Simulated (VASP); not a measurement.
Here is a VASP 6.6.1 calculation.

File INCAR:

```
SYSTEM = In2O
  PREC = Accurate
  ENCUT = 520
  EDIFF = 1E-6
  ISMEAR = -1
  SIGMA = 0.06122561905347299
  LREAL = .FALSE.
  LASPH = .TRUE.
  NELM = 100
  ALGO = Normal
  ISIF = 2
  LWAVE = .FALSE.
  LCHARG = .FALSE.
  GGA = PE
  NBANDS = 23
```

Contents of KPOINTS:

```
Automatic mesh
0
G
  15 15 15
  0 0 0
```

Contents of POSCAR:

```
In2O
1.0
    0.0000000000      3.2480517618      3.2480517618
    3.2480517618      0.0000000000      3.2480517618
    3.2480517618      3.2480517618      0.0000000000
In O
2 1
Direct
    0.2500000000      0.2500000000      0.2500000000
    0.7500000000      0.7500000000      0.7500000000
    0.0000000000      0.0000000000      0.0000000000
```

Potentials or basis: VASP PAW PBE potentials, release 64 (In_d, O).

Launch:

```sh
$ cat potpaw_PBE.64/In_d/POTCAR potpaw_PBE.64/O/POTCAR > POTCAR
$ mpirun -np 1 vasp_std > vasp.out
```

Problem. Estimate the pressure.

Solution. -1.6 GPa.

Problem. Predict the band gap on the k mesh.

Solution. Zero (band 16 reaches 6.58 eV, above the bottom of band 17 at 5.16 eV).

Caveat: spin-orbit coupling is left out, which moves the levels of the heavy elements.
